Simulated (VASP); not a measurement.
# Si (P1) in VASP: further runs, part 2 of 2

VASP 6.6.1. The steps go on from the part before.

## 3. Single point, PBE

INCAR

```
ALGO     = Normal         # electronic algorithm
EDIFF    = 1E-6           # SCF threshold, eV
ENCUT    = 500            # plane-wave cutoff, eV
GGA      = PE             # functional
GGA_COMPAT= False        
ISIF     = 2              # what is computed and relaxed
ISMEAR   = 0              # smearing method
LASPH    = True           # aspherical terms in the spheres
LCHARG   = False          # write CHGCAR
LREAL    = Auto         
LWAVE    = False          # write WAVECAR
NBANDS   = 186            # bands
NELM     = 120            # most SCF steps
PREC     = Accurate       # precision mode
SIGMA    = 0.01           # smearing width, eV
```

KPOINTS

```
k-points
0
Gamma
  1 1 1
```

POSCAR

```
Si
1.0
    0.0000000000     10.8874040000     10.8874040000
    8.1655530000      0.0000000000      8.1655530000
    8.1655530000      8.1655530000      0.0000000000
Si
72
Direct
    0.0685740000      0.0810370000      0.0847010000
    0.0003810000      0.0028930000     -0.0048570000
    0.0614220000      0.0807300000      0.4129440000
   -0.0021920000     -0.0017750000      0.3323400000
    0.0601440000      0.0847950000      0.7481040000
   -0.0083080000      0.0041240000      0.6653090000
    0.0605690000      0.4175960000      0.0841300000
    0.0001370000      0.3303740000      0.0006640000
    0.0585060000      0.4216670000      0.4122830000
   -0.0005370000      0.3334000000      0.3340920000
    0.0618590000      0.4183390000      0.7374100000
   -0.0006070000      0.3323310000      0.6647150000
    0.0661390000      0.7461660000      0.0825950000
   -0.0056300000      0.6671610000     -0.0060970000
    0.0580620000      0.7577500000      0.4186620000
   -0.0003650000      0.6668050000      0.3278460000
    0.0593990000      0.7510230000      0.7421350000
    0.0003710000      0.6601290000      0.6666320000
    0.3092310000      0.0890310000      0.0864450000
    0.2482980000     -0.0070970000     -0.0032150000
    0.3120080000      0.0793880000      0.4172070000
    0.2522660000     -0.0006500000      0.3313500000
    0.3142190000      0.0818370000      0.7525310000
    0.2488180000      0.0052280000      0.6652320000
    0.3093640000      0.4165550000      0.0806550000
    0.2471830000      0.3324380000      0.0021880000
    0.3064570000      0.4160640000      0.4156860000
    0.2492810000      0.3357190000      0.3282960000
    0.3139160000      0.4154290000      0.7499600000
    0.2490960000      0.3317480000      0.6643990000
    0.3132760000      0.7569940000      0.0866400000
    0.2519550000      0.6682440000     -0.0020620000
    0.3138160000      0.7569220000      0.4117960000
    0.2519220000      0.6698870000      0.3339870000
    0.3143300000      0.7545660000      0.7574710000
    0.2532150000      0.6721970000      0.6675550000
    0.5644790000      0.0836860000      0.0841180000
    0.4986000000      0.0021480000      0.0048590000
    0.5619190000      0.0840110000      0.4186480000
    0.4999070000      0.0031000000      0.3340520000
    0.5592940000      0.0795540000      0.7523810000
    0.5015370000      0.0037090000      0.6673940000
    0.5629270000      0.4110100000      0.0880810000
    0.4974810000      0.3368490000     -0.0041190000
    0.5606700000      0.4170880000      0.4150610000
    0.4980810000      0.3363590000      0.3355910000
    0.5634580000      0.4153850000      0.7470210000
    0.4986790000      0.3314110000      0.6664870000
    0.5644480000      0.7493280000      0.0804930000
    0.4983240000      0.6710640000      0.0005000000
    0.5630640000      0.7509150000      0.4186750000
    0.5003220000      0.6707190000      0.3361200000
    0.5550690000      0.7494850000      0.7602350000
    0.4966280000      0.6670800000      0.6704010000
    0.8124830000      0.0879670000      0.0789150000
    0.7467210000     -0.0006720000     -0.0025820000
    0.8096890000      0.0853020000      0.4175980000
    0.7500210000     -0.0014130000      0.3342460000
    0.8121840000      0.0807970000      0.7517770000
    0.7509650000      0.0002810000      0.6690750000
    0.8096220000      0.4161640000      0.0815140000
    0.7534630000      0.3350960000      0.0073330000
    0.8165850000      0.4153810000      0.4128750000
    0.7512580000      0.3323530000      0.3327850000
    0.8097410000      0.4187490000      0.7506440000
    0.7510470000      0.3344080000      0.6635380000
    0.8066830000      0.7490590000      0.0811320000
    0.7486250000      0.6699910000     -0.0003450000
    0.8164220000      0.7506290000      0.4190490000
    0.7513180000      0.6694570000      0.3289740000
    0.8153330000      0.7503740000      0.7466170000
    0.7515950000      0.6678640000      0.6711260000
```

Potentials or basis: VASP PAW PBE potentials, release 64 (Si).

Run with:

```
> cat potpaw_PBE.64/Si/POTCAR > POTCAR
> mpirun -np 1 vasp_gam > vasp.out
```

OUTCAR:

```text
EDIFF = 1E-6
   ENCUT = 500
   GGA = PE
   ISIF = 2
   ISMEAR = 0
   LASPH = True
   LREAL = Auto
   NELM = 120
   PREC = Accurate

 ion  position               nearest neighbor table
   1  0.069  0.081  0.085-  20 2.27   4 2.34   8 2.35   2 2.44
   2  0.000  0.003  0.995-   5 2.33  55 2.36  13 2.42   1 2.44
   3  0.061  0.081  0.413-   4 2.34   6 2.38  10 2.38  22 2.40
   4  0.998  0.998  0.332-  15 2.27   3 2.34   1 2.34  57 2.37
   5  0.060  0.085  0.748-   2 2.33  12 2.33  24 2.37   6 2.40
   6  0.992  0.004  0.665-  59 2.26   3 2.38  17 2.39   5 2.40
[... 64 lines left out ...]
  71  0.815  0.750  0.747-  72 2.29  18 2.33  60 2.36  68 2.39
  72  0.752  0.668  0.671-  71 2.29  65 2.35  69 2.38  53 2.47

  LATTYP: Found a base centered monoclinic cell.
 ALAT       =    20.0014383177
 B/A-ratio  =     0.5773502692
 C/A-ratio  =     0.7698003589
 COS(beta)  =    -0.5773502692

  Lattice vectors:

 A1 = (   8.1655530000,   8.1655530000,   0.0000000000)
 A2 = (   8.1655530000,   0.0000000000,   8.1655530000)
 A3 = (   0.0000000000, -10.8874040000, -10.8874040000)

Analysis of symmetry for initial positions (statically):
=====================================================================
 Subroutine PRICEL returns:
 Original cell was already a primitive cell.

 Routine SETGRP: Setting up the symmetry group for a
 base centered monoclinic supercell.

 Subroutine GETGRP returns: Found  1 space group operations
 (whereof  1 operations were pure point group operations)
 out of a pool of  4 trial point group operations.

The static configuration has the point symmetry C_1 .

Analysis of symmetry for dynamics (positions and initial velocities):
=====================================================================
 Subroutine PRICEL returns:
 Original cell was already a primitive cell.

 Routine SETGRP: Setting up the symmetry group for a
 base centered monoclinic supercell.

 Subroutine GETGRP returns: Found  1 space group operations
[... 243 lines left out ...]
   LORBIT       =      0    0 simple, 1 ext, 2 COOP (PROOUT), +10 PAW based schemes
   GGA     = PE    functional components
   LHFCALC =     F    Hartree Fock is set to
   AEXX    =    0.0000 exact exchange contribution
   IVDW    =     0    specifies the selected vdW correction
   LEPSILON=     F    determine dielectric tensor
   LRPA    =     F    only Hartree local field effects (RPA)
 non-spin polarized calculation
 Gauss-broadening in eV      SIGMA  =   0.01
  energy-cutoff  :      500.00
  volume of cell :     1451.86
 maximum number of plane-waves:     18368
   NGX = 57   NGY = 43   NGZ = 43

 number of electron     288.0000001 magnetization

 Free energy of the ion-electron system (eV)
  ---------------------------------------------------
  ext. energy  EPLUGINS =         0.00000000
  ---------------------------------------------------
  free energy    TOTEN  =      -376.37770492 eV

  energy without entropy =     -376.37770492  energy(sigma->0) =     -376.37770492

 E-fermi :   5.9043     XC(G=0):  -9.3480

 val. band max:        5.8510613223   @ k =   0.0000   0.0000   0.0000
 cond. band min:       6.4832524272   @ k =   0.0000   0.0000   0.0000
 fundamental gap:      0.6321911049
 Fermi energy:         5.9042636400

 k-point     1 :       0.0000    0.0000    0.0000
  band No.  band energies     occupation
      1      -6.1303      2.00000
      2      -5.3869      2.00000
      3      -5.3061      2.00000
      4      -4.9398      2.00000
      5      -4.8620      2.00000
      6      -4.8046      2.00000
[... 148 lines left out ...]
    155       7.0449      0.00000
    156       7.0777      0.00000
 [bands above 156 left out]

------------------------ aborting loop because EDIFF is reached ----------------------------------------

  FORCE on cell =-STRESS in cart. coord.  units (eV):
  Direction    XX          YY          ZZ          XY          YZ          ZX
  --------------------------------------------------------------------------------------
  -------------------------------------------------------------------------------------
  Total       22.9615664     22.0335476     22.4356268     17.5550414    -12.9305522     16.7631468
  in kB       25.3388299     24.3147312     24.7584385     19.3725549    -14.2692818     18.4986737
  external PRESSURE =      24.8039999 kB  Pullay stress =       0.0000000 kB

 VOLUME and BASIS-vectors are now :
 -----------------------------------------------------------------------------
  energy-cutoff  :      500.00
  volume of cell :     1451.86
      direct lattice vectors                 reciprocal lattice vectors
     0.000000000 10.887404000 10.887404000    -0.045924630  0.045924630  0.045924630
     8.165553000  0.000000000  8.165553000     0.061232840 -0.061232840  0.061232840
     8.165553000  8.165553000  0.000000000     0.061232840  0.061232840 -0.061232840

 POSITION                                       TOTAL-FORCE (eV/Angst)
 -----------------------------------------------------------------------------------
      1.35334      1.43822      1.40830        -0.079420     -1.254655     -0.875708
      8.14952      8.13004      0.02777         0.238107      0.774966     -0.201668
      4.03112      4.04064      1.32793         0.418130      0.325773      0.301758
     10.86480     13.57728     19.01460         0.581534     -0.357088      0.372194
      6.80108      6.76349      1.34721        -0.386778     -0.029137     -0.056099
      5.46629     16.22957     10.83063        -0.767013      0.822127      0.659583
[... 64 lines left out ...]
     12.22376     14.97340     15.00408         0.623962      0.450556      0.036348
     10.93359     13.66303     13.63640        -0.169572     -0.928122     -0.745653
 -----------------------------------------------------------------------------------
    total drift:                               -0.006016     -0.001204     -0.011757

  FREE ENERGIE OF THE ION-ELECTRON SYSTEM (eV)
  ---------------------------------------------------
  free  energy   TOTEN  =      -376.3777049203 eV

  energy  without entropy=     -376.3777049203  energy(sigma->0) =     -376.37770492
```

Run time: 5.2 min. Hardware: 1 thread of AMD EPYC 9R45 (Zen 5), shared host; peak memory 1.2 GiB.

What came out:

* Free energy: -376.3777 eV
* Pressure: 2.5 GPa
* Largest force: 3.002 eV/Å
* Band gap on the k mesh: 0.63 eV

Forces on the atoms (eV/Å):
```
Si  -0.079 -1.255 -0.876
Si   0.238  0.775 -0.202
Si   0.418  0.326  0.302
Si   0.582 -0.357  0.372
Si  -0.387 -0.029 -0.056
Si  -0.767  0.822  0.660
Si  -0.121 -0.320 -0.113
Si  -0.146 -0.526  0.360
Si  -0.181  0.868 -0.006
Si  -0.637 -0.053 -0.044
Si   0.498  1.581 -0.472
Si  -0.190 -0.858 -0.260
Si  -0.221 -1.381 -0.039
Si   0.349  0.619  0.592
Si  -1.477  0.426 -0.477
Si   0.705  0.610  0.632
Si   0.293  0.854  0.472
Si   0.203 -0.654  0.483
Si  -1.314 -0.175 -0.515
Si   1.379  0.621  1.616
Si   0.392 -0.060  0.749
Si   0.560 -0.579 -0.335
Si  -0.329 -0.663  0.241
Si   0.052  0.277 -0.200
Si   0.164  0.243  0.630
Si  -0.005 -0.607  0.301
Si   0.198  0.600  1.041
Si  -0.185 -0.179 -0.867
Si   0.294 -0.602 -0.075
Si   0.409  0.161  0.153
Si  -1.200  0.176 -1.232
Si   0.686  0.907 -0.308
Si  -0.034  0.973 -0.508
Si   0.227 -0.326 -0.752
Si  -0.544 -1.209 -0.083
Si  -0.112 -0.340 -0.454
Si   0.416 -0.551 -0.081
Si  -0.380 -0.248 -0.248
Si   0.097  0.019  0.327
Si  -0.169  0.009 -0.322
Si   0.799  0.995  1.079
Si  -0.812 -0.424 -1.234
Si   0.109 -0.557  0.663
Si   0.013  0.600 -0.122
Si   0.565  0.520  0.582
Si  -0.302 -0.455 -0.781
Si   0.073 -0.129  0.046
Si  -0.281  0.128  0.135
Si   0.858  0.124  0.009
Si  -0.154  0.851 -0.862
Si   0.239  0.158  0.278
Si  -0.732 -0.343 -0.195
Si  -0.840 -0.228  1.357
Si  -0.378  0.346  0.369
Si  -0.223  0.390 -0.596
Si   0.306  0.738  0.486
Si  -0.157  0.209 -0.022
Si  -0.003 -0.329  0.269
Si   0.667 -0.706  0.087
Si  -0.242 -0.665 -0.416
Si   1.307  1.638  1.547
Si  -1.512 -2.188 -1.391
Si   0.492 -0.446 -0.156
Si   0.202 -0.429 -0.112
Si   0.162  0.624  0.112
Si   0.030  0.042 -0.241
Si   0.645  0.797  0.917
Si  -1.110 -0.576 -0.628
Si  -0.204 -0.652 -0.659
Si   0.350  0.553 -0.218
Si   0.624  0.451  0.036
Si  -0.170 -0.928 -0.746
```

Stress tensor (GPa, compression positive):
```
 2.53  1.94  1.85
 1.94  2.43 -1.43
 1.85 -1.43  2.48
```

Caveat: the k points lie up to 0.67 Å⁻¹ apart; an odd mesh through Γ misses points on the zone boundary, where band edges can lie; forces of over 1 eV/Å act on the atoms, so gaps and moduli don't describe the material at rest.
